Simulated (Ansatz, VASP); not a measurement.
# One calculation of As, two programs

INCAR

```
SYSTEM = As
PREC = Accurate
ENCUT = 520
EDIFF = 1E-6
ISMEAR = -1
SIGMA = 0.08
LREAL = .FALSE.
LASPH = .TRUE.
NELM = 80
ALGO = Normal
ISIF = 2
LWAVE = .FALSE.
LCHARG = .FALSE.
GGA = PE
NBANDS = 8
```

The input KPOINTS:

```
regular mesh
0
G
  15 15 15
  0 0 0
```

File POSCAR:

```
As
1.0
    2.1660943449      0.0000000000      0.0000000000
    0.0000000000      2.1660943449      0.0000000000
    0.0000000000      0.0000000000      2.1660943449
As
1
Direct
    0.0000000000      0.0000000000      0.0000000000
```

Input for Ansatz:

```yaml
crystal:
  lattice:
    - [2.1660943449, 0.0, 0.0]
    - [0.0, 2.1660943449, 0.0]
    - [0.0, 0.0, 2.1660943449]
  atoms:
    - { symbol: As, position: [0.0, 0.0, 0.0] }
kpoints:
  mp_grid: { grid: [15, 15, 15] }
scf:
  occupations: { method: fermi_dirac, width: 0.08 }
hamiltonian:
  xc: pbe
  pseudopotentials: { kind: paw }
output:
  forces: true
  stress: true
  eigenvalues: true
  populations: true
```

Change from the starting cell: volume scaled by 0.5, PAW files.

Alike in both runs: task single point; functional PBE; k mesh 15 × 15 × 15; occupations fermi-dirac, width 0.08 eV; no spin polarisation.

```csv
,VASP,Ansatz
version,VASP 6.6.1,Ansatz 0.2.0
potentials or method,"VASP PAW PBE potentials, release 64 (As)","PAW with Ansatz's default frozen-core files, scalar-relativistic"
plane-wave cutoff (eV),520,420
valence electrons in the cell,5,15
```

|  | VASP | Ansatz | Ansatz less VASP |
| --- | --- | --- | --- |
| pressure (GPa) | 258.9 | 249.1 | -9.78 |

Both programs put the cell under a high pressure, so it lies far from rest at this level. VASP's potentials hold 5 valence electrons a cell and Ansatz's 15, so a difference there can come from the potentials and not from the codes.

Noted on VASP's run: the cell as given lies far from equilibrium.
